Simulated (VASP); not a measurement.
# Pd (P6_3/mmc) in VASP: notebook, part 2 of 2

VASP 6.6.1.

**5. Single point, PBEsol (16.36 Å³/atom)**

This run uses another cell than the first one, of 16.36 Å³/atom.

File INCAR:

```
SYSTEM = Pd
  ALGO = Normal
  EDIFF = 1E-6
  ENCUT = 520
  GGA = PS
  ISIF = 2
  ISMEAR = -1
  LASPH = .TRUE.
  LCHARG = .FALSE.
  LREAL = .FALSE.
  LWAVE = .FALSE.
  NBANDS = 28
  NELM = 80
  PREC = Accurate
  SIGMA = 0.1
```

File KPOINTS:

```
k-points
0
G
  15 15 4
  0 0 0
```

File POSCAR:

```
Pd
1.0
    2.8408996193      0.0000000000      0.0000000000
   -1.4204498097      2.4602912399      0.0000000000
    0.0000000000      0.0000000000      9.3631954334
Pd
4
Direct
    0.0000000000      0.0000000000      0.0000000000
    0.0000000000      0.0000000000      0.5000000000
    0.3333333333      0.6666666667      0.2500000000
    0.6666666667      0.3333333333      0.7500000000
```

Potentials or basis: VASP PAW PBE potentials, release 64 (Pd).

Launch:

```
$ cat potpaw_PBE.64/Pd/POTCAR > POTCAR
$ mpirun -np 1 vasp_std > vasp.out
```

OUTCAR:

```text
SYSTEM = Pd
   EDIFF = 1E-6
   ENCUT = 520
   GGA = PS
   ISIF = 2
   ISMEAR = -1
   LASPH = .TRUE.
   LREAL = .FALSE.
   NELM = 80
   PREC = Accurate

 ion  position               nearest neighbor table
   1  0.000  0.000  0.000-   3 2.86   4 2.86   4 2.86   3 2.86   4 2.86   3 2.86
   2  0.000  0.000  0.500-   3 2.86   4 2.86   4 2.86   3 2.86   4 2.86   3 2.86
   3  0.333  0.667  0.250-   1 2.86   2 2.86   1 2.86   2 2.86   1 2.86   2 2.86
   4  0.667  0.333  0.750-   1 2.86   2 2.86   1 2.86   2 2.86   1 2.86   2 2.86

  LATTYP: Found a hexagonal cell.
 ALAT       =     2.8408996193
 C/A-ratio  =     3.2958557810

  Lattice vectors:

 A1 = (   2.8408996193,   0.0000000000,   0.0000000000)
 A2 = (  -1.4204498097,   2.4602912399,   0.0000000000)
 A3 = (   0.0000000000,   0.0000000000,   9.3631954334)

Analysis of symmetry for initial positions (statically):
=====================================================================
 Subroutine PRICEL returns:
 Original cell was already a primitive cell.

 Routine SETGRP: Setting up the symmetry group for a
 hexagonal supercell.

 Subroutine GETGRP returns: Found 24 space group operations
 (whereof 12 operations were pure point group operations)
 out of a pool of 24 trial point group operations.

The static configuration has the point symmetry D_3d.
 The point group associated with its full space group is D_6h.

Analysis of symmetry for dynamics (positions and initial velocities):
=====================================================================
 Subroutine PRICEL returns:
 Original cell was already a primitive cell.

 Routine SETGRP: Setting up the symmetry group for a
 hexagonal supercell.

 Subroutine GETGRP returns: Found 24 space group operations
 (whereof 12 operations were pure point group operations)
 out of a pool of 24 trial point group operations.

The dynamic configuration has the point symmetry D_3d.
 The point group associated with its full space group is D_6h.

 Subroutine INISYM returns: Found 24 space group operations
 (whereof 12 operations are pure point group operations),
 and found     1 'primitive' translations

----------------------------------------------------------------------------------------

                                     Primitive cell

  volume of cell :      65.4435

  direct lattice vectors                    reciprocal lattice vectors
     2.840899619  0.000000000  0.000000000     0.352001174  0.203227972  0.000000000
    -1.420449810  2.460291240  0.000000000     0.000000000  0.406455945  0.000000000
     0.000000000  0.000000000  9.363195433     0.000000000  0.000000000  0.106801146

  length of vectors
     2.840899619  2.840899619  9.363195433     0.406455945  0.406455945  0.106801146

  position of ions in fractional coordinates (direct lattice)
     0.000000000  0.000000000  0.000000000
     0.000000000  0.000000000  0.500000000
     0.333333333  0.666666667  0.250000000
     0.666666667  0.333333333  0.750000000

  ion indices of the primitive-cell ions
   primitive index   ion index
                 1           1
                 2           2
                 3           3
                 4           4

----------------------------------------------------------------------------------------

 KPOINTS: k-points

Automatic generation of k-mesh.
 Grid dimensions read from file:
 generate k-points for:   15   15    4

 Generating k-lattice:

  Cartesian coordinates                     Fractional coordinates (reciprocal lattice)
     0.023466745  0.013548531  0.000000000     0.066666667  0.000000000  0.000000000
     0.000000000  0.027097063  0.000000000     0.000000000  0.066666667  0.000000000
     0.000000000  0.000000000  0.026700286     0.000000000  0.000000000  0.250000000

  Length of vectors
     0.027097063  0.027097063  0.026700286

  Shift w.r.t. Gamma in fractional coordinates (k-lattice)
     0.000000000  0.000000000  0.000000000

 Subroutine IBZKPT returns following result:
 ===========================================

 Found     81 irreducible k-points:

 Following reciprocal coordinates:
            Coordinates               Weight
  0.000000  0.000000  0.000000      1.000000
  0.066667  0.000000  0.000000      6.000000
  0.133333 -0.000000  0.000000      6.000000
  0.200000  0.000000  0.000000      6.000000
  0.266667 -0.000000  0.000000      6.000000
  0.333333  0.000000  0.000000      6.000000
[... 16 lines left out ...]
  0.333333  0.200000  0.000000     12.000000
  0.400000  0.200000  0.000000      6.000000
 [... further k-points ...]
   k-points           NKPTS =     81   k-points in BZ     NKDIM =     81   number of bands    NBANDS=     28
   number of dos      NEDOS =    301   number of ions     NIONS =      4
   total plane-waves  NPLWV =  40320
   dimension x,y,z NGX =    24 NGY =   24 NGZ =   70
   dimension x,y,z NGXF=    48 NGYF=   48 NGZF=  140
   ions per type =               4
   NGX,Y,Z   is equivalent  to a cutoff of  14.04, 14.04, 12.43 a.u.
   NGXF,Y,Z  is equivalent  to a cutoff of  28.09, 28.09, 24.86 a.u.
 SYSTEM =  Pd
   PREC   = accura    normal or accurate (medium, high low for compatibility)
   ISTART =      0    job   : 0-new  1-cont  2-samecut
   ICHARG =      2    charge: 1-file 2-atom 10-const
   ISPIN  =      1    spin polarized calculation?
   LNONCOLLINEAR =      F non collinear calculations
   LSORBIT =      F    spin-orbit coupling
   LASPH  =      T    aspherical Exc in radial PAW
   ENCUT  =  520.0 eV  38.22 Ry    6.18 a.u.   5.28  5.28 17.41*2*pi/ulx,y,z
   NELM   =     80;   NELMIN=  2; NELMDL= -5     # of ELM steps
   EDIFF  = 0.1E-05   stopping-criterion for ELM
   LREAL  =      F    real-space projection
   EDIFFG = 0.1E-04   stopping-criterion for IOM
   NSW    =      0    number of steps for IOM
   IBRION =     -1    ionic relax: 0-MD 1-quasi-New 2-CG
   NFREE  =      0    steps in history (QN), initial steepest desc. (CG)
   ISIF   =      2    stress and relaxation
   ISYM   =      2    0-nonsym 1-usesym 2-fastsym
   POTIM  = 0.5000    time-step for ionic-motion
   TEBEG  =    0.0;   TEEND  =   0.0 temperature during run
   PSTRESS=    0.0 pullay stress
   NELECT =      40.0000    total number of electrons
   NUPDOWN=      -1.0000    fix difference up-down
   EMIN   =  10.00;   EMAX   =-10.00  energy-range for DOS
   EFERMI =   0.00;   METHOD = LEGACY
   ISMEAR =    -1;   SIGMA  =   0.10  broadening in eV -4-tet -1-fermi 0-gaus
   EFERMI_NEDOS =   21; number of points for ismear=-14 and -15
   IALGO  =     38    algorithm
   IMIX   =      4    mixing-type and parameters
     AMIX     =   0.40;   BMIX     =  1.00
     AMIX_MAG =   1.60;   BMIX_MAG =  1.00
  volume/ion in A,a.u.               =      16.36       110.41
  Fermi-wavevector in a.u.,A,eV,Ry     =   1.389332  2.625457 26.262551  1.930243
  Thomas-Fermi vector in A             =   2.513373
   LORBIT       =      0    0 simple, 1 ext, 2 COOP (PROOUT), +10 PAW based schemes
   GGA     = PS    functional components
   LHFCALC =     F    Hartree Fock is set to
   AEXX    =    0.0000 exact exchange contribution
   IVDW    =     0    specifies the selected vdW correction
   LEPSILON=     F    determine dielectric tensor
   LRPA    =     F    only Hartree local field effects (RPA)
 non-spin polarized calculation
  energy-cutoff  :      520.00
  volume of cell :       65.44
 maximum number of plane-waves:      1782
 NGX is ok and might be reduce to    24
   NGX = 11   NGY = 11   NGZ = 35

 number of electron      39.9999983 magnetization

 Free energy of the ion-electron system (eV)
  ---------------------------------------------------
  ext. energy  EPLUGINS =         0.00000000
  ---------------------------------------------------
  free energy    TOTEN  =       -23.50465463 eV

  energy without entropy =      -23.22176936  energy(sigma->0) =      -23.36321200

 E-fermi :   8.0015     XC(G=0): -12.7448

 val. band max:        7.9964139704   @ k =   0.2667   0.2667   0.0000
 cond. band min:       8.0071567513   @ k =   0.4000   0.0667   0.0000
 fundamental gap:      0.0107427809
 Fermi energy:         8.0015406027

 k-point     1 :       0.0000    0.0000    0.0000
  band No.  band energies     occupation
      1       1.5052      2.00000
      2       3.0812      2.00000
      3       3.0866      2.00000
      4       3.3825      2.00000
      5       5.4929      2.00000
      6       5.5083      2.00000
[... 20 lines left out ...]
     27      21.4121      0.00000
[... 691 lines left out ...]
      6       4.7815      2.00000
[... 20 lines left out ...]
     27      16.8537      0.00000
     28      18.6166      0.00000

 [... further k-points ...]
[... 5 lines left out ...]
  --------------------------------------------------------------------------------------
  -------------------------------------------------------------------------------------
  Total       -6.9028266     -6.9028266     -6.9207364      0.0000000      0.0000000      0.0000000
  in kB     -168.9939083   -168.9939083   -169.4323733      0.0000000      0.0000000      0.0000000
  external PRESSURE =    -169.1400633 kB  Pullay stress =       0.0000000 kB

 VOLUME and BASIS-vectors are now :
 -----------------------------------------------------------------------------
  energy-cutoff  :      520.00
  volume of cell :       65.44
      direct lattice vectors                 reciprocal lattice vectors
     2.840899619  0.000000000  0.000000000     0.352001174  0.203227972  0.000000000
    -1.420449810  2.460291240  0.000000000     0.000000000  0.406455945  0.000000000
     0.000000000  0.000000000  9.363195433     0.000000000  0.000000000  0.106801146

 POSITION                                       TOTAL-FORCE (eV/Angst)
 -----------------------------------------------------------------------------------
      0.00000      0.00000      0.00000         0.000000     -0.000000      0.000000
      0.00000      0.00000      4.68160         0.000000     -0.000000      0.000000
     -0.00000      1.64019      2.34080         0.000000      0.000000      0.000000
      1.42045      0.82010      7.02240        -0.000000     -0.000000     -0.000000
 -----------------------------------------------------------------------------------
    total drift:                               -0.000000      0.000000      0.000000

  FREE ENERGIE OF THE ION-ELECTRON SYSTEM (eV)
  ---------------------------------------------------
  free  energy   TOTEN  =       -23.5046546336 eV

  energy  without entropy=      -23.2217693580  energy(sigma->0) =      -23.36321200
```

OSZICAR:

```text
N       E                     dE             d eps       ncg     rms          rms(c)
DAV:   1     0.251204603368E+03    0.25120E+03   -0.19985E+04  4536   0.138E+03
DAV:   2    -0.181080096517E+02   -0.26931E+03   -0.25662E+03  4760   0.313E+02
DAV:   3    -0.248424522900E+02   -0.67344E+01   -0.65891E+01  5168   0.524E+01
DAV:   4    -0.249055408191E+02   -0.63089E-01   -0.63026E-01  4956   0.493E+00
DAV:   5    -0.249065996077E+02   -0.10588E-02   -0.10588E-02  4964   0.697E-01    0.128E+01
DAV:   6    -0.235426222674E+02    0.13640E+01   -0.45190E+00  4852   0.162E+01    0.554E+00
DAV:   7    -0.235450028279E+02   -0.23806E-02   -0.24420E-01  4872   0.381E+00    0.343E+00
DAV:   8    -0.237097316114E+02   -0.16473E+00   -0.17906E+00  4820   0.104E+01    0.471E+00
DAV:   9    -0.235054465699E+02    0.20429E+00   -0.65534E-01  4772   0.712E+00    0.318E-01
DAV:  10    -0.235047215717E+02    0.72500E-03   -0.10604E-02  4868   0.700E-01    0.102E-01
DAV:  11    -0.235046803035E+02    0.41268E-04   -0.11857E-04  5020   0.786E-02    0.713E-02
DAV:  12    -0.235046540155E+02    0.26288E-04   -0.80049E-05  4944   0.604E-02    0.146E-02
DAV:  13    -0.235046550671E+02   -0.10516E-05   -0.14791E-05  4956   0.268E-02    0.107E-02
DAV:  14    -0.235046546336E+02    0.43349E-06   -0.44737E-06  3268   0.153E-02
   1 F= -.23504655E+02 E0= -.23363212E+02  d E =-.282885E+00
```

stdout:

```text
POSCAR found type information on POSCAR Pd
 POSCAR found :  1 types and       4 ions
 scaLAPACK will be used
 -----------------------------------------------------------------------------
|                                                                             |
|                                                                             |
|     You enforced a specific xc type in the INCAR file but a different       |
|     I HOPE YOU KNOW WHAT YOU ARE DOING!                                     |
|                                                                             |
 -----------------------------------------------------------------------------

 LDA part: xc-table for (Slater+PW92), standard interpolation
 POSCAR, INCAR and KPOINTS ok, starting setup
 FFT: planning ... GRIDC
 FFT: planning ... GRID_SOFT
 FFT: planning ... GRID
 WAVECAR not read
 entering main loop
```

Run time: 84 s. Hardware: 1 thread of AMD EPYC 9R45 (Zen 5), shared host; peak memory 0.22 GiB.

What came out:

```
Free energy            : -23.5047 eV
Pressure               : -16.9 GPa
Band gap on the k mesh : zero (bands 20 and 21 overlap by 0.77 eV)
```

Caveat: the cell stands under tension; the PAW data sets were made with another functional, which shifts forces and pressure a little.

**6. The runs side by side**

| cell | gap on the mesh (eV) | pressure (GPa) |
| --- | --- | --- |
| a = 2.736, b = 2.736, c = 9.016 Å, angles 90.0, 90.0, 120.0°, 4 atoms | none | -0.4 |
| a = 2.772, b = 2.772, c = 9.135 Å, angles 90.0, 90.0, 120.0°, 4 atoms | none | -7.4 |
| a = 2.807, b = 2.807, c = 9.250 Å, angles 90.0, 90.0, 120.0°, 4 atoms | none | -12.8 |
| a = 2.841, b = 2.841, c = 9.363 Å, angles 90.0, 90.0, 120.0°, 4 atoms | none | -16.9 |

Alike in all rows: task single point; level PBEsol; potentials or basis VASP PAW PBE potentials, release 64 (Pd); no spin polarisation; k mesh 15 × 15 × 4; cutoff (eV) 520; smearing fermi-dirac 0.1 eV.

Caveats: the PAW data sets were made with another functional, which shifts forces and pressure a little; the cell stands under tension (at least some runs).

Total energies depend on the potentials used, so only differences within one code and one set of settings carry meaning.
